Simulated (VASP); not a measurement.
# Pt (P6_3/mmc) in VASP: notebook

Pt is run at these levels: PBE; tasks: single point.

Program: VASP 6.6.1. These are calculated values, not measurements. Logs are shortened: lines on timing, memory, paths and dates and some standing lists are left out, and cuts for length are marked.

### Step 1. The cell of the first run

Symmetry: P6_3/mmc, No. 194, hexagonal system. Conventional cell: a = 2.759 Å, b = 2.759 Å, c = 4.722 Å, α = 90.00°, β = 90.00°, γ = 120.00°. Within 3.6 Å of Pt (site symmetry -6m2) lie 12 Pt at 2.76 to 2.85 Å.

### Step 2. Single point, PBE

Input file INCAR:

```
PREC = Accurate
ENCUT = 520
EDIFF = 1E-6
ISMEAR = 0
SIGMA = 0.15
LREAL = F
LASPH = T
NELM = 80
ALGO = Normal
ISIF = 2
LWAVE = F
LCHARG = F
GGA = PE
NBANDS = 17
```

Input file KPOINTS:

```
regular mesh
0
Gamma
  18 18 10
```

Input file POSCAR:

```
Pt
1.0
    2.7585396147      0.0000000000      0.0000000000
   -1.3792698074      2.3889653837      0.0000000000
    0.0000000000      0.0000000000      4.7216000000
Pt
2
Direct
    0.6666666667      0.3333333333      0.7500000000
    0.3333333333      0.6666666667      0.2500000000
```

Potentials or basis: VASP PAW PBE potentials, release 64 (Pt).

The run is started by

```
cat potpaw_PBE.64/Pt/POTCAR > POTCAR
mpirun -np 1 vasp_std > vasp.out
```

OUTCAR:

```text
PREC = Accurate
   ENCUT = 520
   EDIFF = 1E-6
   ISMEAR = 0
   LREAL = F
   LASPH = T
   NELM = 80
   ISIF = 2
   GGA = PE

 ion  position               nearest neighbor table
   1  0.667  0.333  0.750-   2 2.85   2 2.85   2 2.85   2 2.85   2 2.85   2 2.85
   2  0.333  0.667  0.250-   1 2.85   1 2.85   1 2.85   1 2.85   1 2.85   1 2.85

  LATTYP: Found a hexagonal cell.
 ALAT       =     2.7585396147
 C/A-ratio  =     1.7116303043

  Lattice vectors:

 A1 = (   2.7585396147,   0.0000000000,   0.0000000000)
 A2 = (  -1.3792698074,   2.3889653837,   0.0000000000)
 A3 = (   0.0000000000,   0.0000000000,   4.7216000000)

Analysis of symmetry for initial positions (statically):
=====================================================================
 Subroutine PRICEL returns:
 Original cell was already a primitive cell.

 Routine SETGRP: Setting up the symmetry group for a
 hexagonal supercell.

 Subroutine GETGRP returns: Found 24 space group operations
 (whereof 12 operations were pure point group operations)
 out of a pool of 24 trial point group operations.

The static configuration has the point symmetry D_3d.
 The point group associated with its full space group is D_6h.

Analysis of symmetry for dynamics (positions and initial velocities):
=====================================================================
 Subroutine PRICEL returns:
 Original cell was already a primitive cell.

 Routine SETGRP: Setting up the symmetry group for a
 hexagonal supercell.

 Subroutine GETGRP returns: Found 24 space group operations
 (whereof 12 operations were pure point group operations)
 out of a pool of 24 trial point group operations.

The dynamic configuration has the point symmetry D_3d.
 The point group associated with its full space group is D_6h.

 Subroutine INISYM returns: Found 24 space group operations
 (whereof 12 operations are pure point group operations),
 and found     1 'primitive' translations

----------------------------------------------------------------------------------------

                                     Primitive cell

  volume of cell :      31.1156

  direct lattice vectors                    reciprocal lattice vectors
     2.758539615  0.000000000  0.000000000     0.362510654  0.209295624  0.000000000
    -1.379269807  2.388965384  0.000000000     0.000000000  0.418591247  0.000000000
     0.000000000  0.000000000  4.721600000     0.000000000  0.000000000  0.211792613

  length of vectors
     2.758539615  2.758539615  4.721600000     0.418591247  0.418591247  0.211792613

  position of ions in fractional coordinates (direct lattice)
     0.666666667  0.333333333  0.750000000
     0.333333333  0.666666667  0.250000000

  ion indices of the primitive-cell ions
   primitive index   ion index
                 1           1
                 2           2

----------------------------------------------------------------------------------------

 KPOINTS: regular mesh

Automatic generation of k-mesh.
 Grid dimensions read from file:
 generate k-points for:   18   18   10

 Generating k-lattice:

  Cartesian coordinates                     Fractional coordinates (reciprocal lattice)
     0.020139481  0.011627535  0.000000000     0.055555556  0.000000000  0.000000000
     0.000000000  0.023255069  0.000000000     0.000000000  0.055555556  0.000000000
     0.000000000  0.000000000  0.021179261     0.000000000  0.000000000  0.100000000

  Length of vectors
     0.023255069  0.023255069  0.021179261

  Shift w.r.t. Gamma in fractional coordinates (k-lattice)
     0.000000000  0.000000000  0.000000000

 Subroutine IBZKPT returns following result:
 ===========================================

 Found    222 irreducible k-points:

 Following reciprocal coordinates:
            Coordinates               Weight
  0.000000  0.000000  0.000000      1.000000
  0.055556  0.000000  0.000000      6.000000
  0.111111  0.000000  0.000000      6.000000
  0.166667  0.000000  0.000000      6.000000
  0.222222 -0.000000  0.000000      6.000000
  0.277778  0.000000  0.000000      6.000000
[... 16 lines left out ...]
  0.333333  0.111111  0.000000     12.000000
  0.388889  0.111111  0.000000     12.000000
 [... further k-points ...]
   k-points           NKPTS =    222   k-points in BZ     NKDIM =    222   number of bands    NBANDS=     17
   number of dos      NEDOS =    301   number of ions     NIONS =      2
   total plane-waves  NPLWV =  20736
   dimension x,y,z NGX =    24 NGY =   24 NGZ =   36
   dimension x,y,z NGXF=    48 NGYF=   48 NGZF=   72
   ions per type =               2
   NGX,Y,Z   is equivalent  to a cutoff of  14.46, 14.46, 12.68 a.u.
   NGXF,Y,Z  is equivalent  to a cutoff of  28.93, 28.93, 25.35 a.u.
 SYSTEM =  unknown system
   PREC   = accura    normal or accurate (medium, high low for compatibility)
   ISTART =      0    job   : 0-new  1-cont  2-samecut
   ICHARG =      2    charge: 1-file 2-atom 10-const
   ISPIN  =      1    spin polarized calculation?
   LNONCOLLINEAR =      F non collinear calculations
   LSORBIT =      F    spin-orbit coupling
   LASPH  =      T    aspherical Exc in radial PAW
   ENCUT  =  520.0 eV  38.22 Ry    6.18 a.u.   5.13  5.13  8.78*2*pi/ulx,y,z
   NELM   =     80;   NELMIN=  2; NELMDL= -5     # of ELM steps
   EDIFF  = 0.1E-05   stopping-criterion for ELM
   LREAL  =      F    real-space projection
   EDIFFG = 0.1E-04   stopping-criterion for IOM
   NSW    =      0    number of steps for IOM
   IBRION =     -1    ionic relax: 0-MD 1-quasi-New 2-CG
   NFREE  =      0    steps in history (QN), initial steepest desc. (CG)
   ISIF   =      2    stress and relaxation
   ISYM   =      2    0-nonsym 1-usesym 2-fastsym
   POTIM  = 0.5000    time-step for ionic-motion
   TEBEG  =    0.0;   TEEND  =   0.0 temperature during run
   PSTRESS=    0.0 pullay stress
   NELECT =      20.0000    total number of electrons
   NUPDOWN=      -1.0000    fix difference up-down
   EMIN   =  10.00;   EMAX   =-10.00  energy-range for DOS
   EFERMI =   0.00;   METHOD = LEGACY
   ISMEAR =     0;   SIGMA  =   0.15  broadening in eV -4-tet -1-fermi 0-gaus
   EFERMI_NEDOS =   21; number of points for ismear=-14 and -15
   IALGO  =     38    algorithm
   IMIX   =      4    mixing-type and parameters
     AMIX     =   0.40;   BMIX     =  1.00
     AMIX_MAG =   1.60;   BMIX_MAG =  1.00
  volume/ion in A,a.u.               =      15.56       104.99
  Fermi-wavevector in a.u.,A,eV,Ry     =   1.412837  2.669875 27.158705  1.996108
  Thomas-Fermi vector in A             =   2.534545
   LORBIT       =      0    0 simple, 1 ext, 2 COOP (PROOUT), +10 PAW based schemes
   GGA     = PE    functional components
   LHFCALC =     F    Hartree Fock is set to
   AEXX    =    0.0000 exact exchange contribution
   IVDW    =     0    specifies the selected vdW correction
   LEPSILON=     F    determine dielectric tensor
   LRPA    =     F    only Hartree local field effects (RPA)
 non-spin polarized calculation
 Gauss-broadening in eV      SIGMA  =   0.15
  energy-cutoff  :      520.00
  volume of cell :       31.12
 maximum number of plane-waves:       853
 NGX is ok and might be reduce to    24
   NGX = 11   NGY = 11   NGZ = 17

 number of electron      20.0000004 magnetization

 Free energy of the ion-electron system (eV)
  ---------------------------------------------------
  ext. energy  EPLUGINS =         0.00000000
  ---------------------------------------------------
  free energy    TOTEN  =       -12.09801302 eV

  energy without entropy =      -12.05420617  energy(sigma->0) =      -12.07610960

 E-fermi :  10.6556     XC(G=0): -13.3007

 val. band max:       10.6547331817   @ k =   0.3889   0.1667   0.1000
 cond. band min:      10.6569984001   @ k =   0.3333   0.1667   0.0000
 fundamental gap:      0.0022652184
 Fermi energy:        10.6555788434

 k-point     1 :       0.0000    0.0000    0.0000
  band No.  band energies     occupation
      1       0.8030      2.00000
      2       3.5108      2.00000
      3       6.7279      2.00000
      4       7.1649      2.00000
      5       7.1649      2.00000
      6       7.5612      2.00000
[... 9 lines left out ...]
     16      27.9657      0.00000
     17      31.6723      0.00000

 k-point     2 :       0.0556    0.0000    0.0000
  band No.  band energies     occupation
      1       0.9154      2.00000
      2       3.6136      2.00000
      3       6.7021      2.00000
      4       7.1742      2.00000
      5       7.2510      2.00000
      6       7.5055      2.00000
[... 9 lines left out ...]
     16      28.1153      0.00000
     17      31.0025      0.00000

 k-point     3 :       0.1111    0.0000    0.0000
  band No.  band energies     occupation
      1       1.2446      2.00000
      2       3.9033      2.00000
      3       6.5819      2.00000
      4       7.2202      2.00000
      5       7.4105      2.00000
      6       7.5052      2.00000
[... 9 lines left out ...]
     16      28.2820      0.00000
     17      29.9063      0.00000

 k-point     4 :       0.1667    0.0000    0.0000
  band No.  band energies     occupation
      1       1.7634      2.00000
      2       4.3087      2.00000
      3       6.4056      2.00000
      4       7.0630      2.00000
      5       7.2602      2.00000
      6       7.6236      2.00000
[... 9 lines left out ...]
     16      28.2405      0.00000
     17      28.5424      0.00000
[... 343 lines left out ...]
      1       4.0066      2.00000
      2       4.8713      2.00000
      3       5.4781      2.00000
      4       6.4540      2.00000
      5       7.1639      2.00000
      6       7.1958      2.00000
[... 9 lines left out ...]
     16      25.7847      0.00000
     17      26.5770      0.00000

 k-point    23 :       0.3333    0.1111    0.0000
  band No.  band energies     occupation
      1       4.3544      2.00000
      2       4.6771      2.00000
      3       5.1699      2.00000
      4       6.8679      2.00000
      5       7.1271      2.00000
      6       7.5243      2.00000
[... 9 lines left out ...]
     16      24.5230      0.00000
     17      25.1407      0.00000

 k-point    24 :       0.3889    0.1111    0.0000
  band No.  band energies     occupation
      1       4.4701      2.00000
      2       4.5567      2.00000
      3       4.9818      2.00000
      4       7.1395      2.00000
      5       7.3230      2.00000
      6       7.3971      2.00000
[... 9 lines left out ...]
     16      22.9642      0.00000
     17      24.6265      0.00000

 [... further k-points ...]
[... 5 lines left out ...]
  --------------------------------------------------------------------------------------
  -------------------------------------------------------------------------------------
  Total        0.3967835      0.3967835      0.6823289     -0.0000000     -0.0000000      0.0000000
  in kB       20.4308255     20.4308255     35.1338771     -0.0000000     -0.0000000      0.0000000
  external PRESSURE =      25.3318427 kB  Pullay stress =       0.0000000 kB

 VOLUME and BASIS-vectors are now :
 -----------------------------------------------------------------------------
  energy-cutoff  :      520.00
  volume of cell :       31.12
      direct lattice vectors                 reciprocal lattice vectors
     2.758539615  0.000000000  0.000000000     0.362510654  0.209295624  0.000000000
    -1.379269807  2.388965384  0.000000000     0.000000000  0.418591247  0.000000000
     0.000000000  0.000000000  4.721600000     0.000000000  0.000000000  0.211792613

 POSITION                                       TOTAL-FORCE (eV/Angst)
 -----------------------------------------------------------------------------------
      1.37927      0.79632      3.54120         0.000000     -0.000000      0.000000
     -0.00000      1.59264      1.18040        -0.000000      0.000000      0.000000
 -----------------------------------------------------------------------------------
    total drift:                                0.000000     -0.000000      0.000000

  FREE ENERGIE OF THE ION-ELECTRON SYSTEM (eV)
  ---------------------------------------------------
  free  energy   TOTEN  =       -12.0980130182 eV

  energy  without entropy=      -12.0542061733  energy(sigma->0) =      -12.07610960
```

Run time: 32 s. Hardware: 1 thread of Intel Xeon Platinum 8481C at 2.70GHz (Sapphire Rapids), shared host; peak memory 0.23 GiB.

What came out:

| Property | Result |
| --- | --- |
| Free energy | -12.0980 eV |
| Pressure | 2.5 GPa |
| Band gap on the k mesh | zero (band 10 reaches 11.11 eV, above the bottom of band 11 at 9.82 eV) |

Stress tensor (GPa, compression positive):
```
2.04 0.00 0.00
0.00 2.04 0.00
0.00 0.00 3.51
```

Caveat: spin-orbit coupling is left out, which moves the levels of the heavy elements.

(Continued in part 2 of 3.)
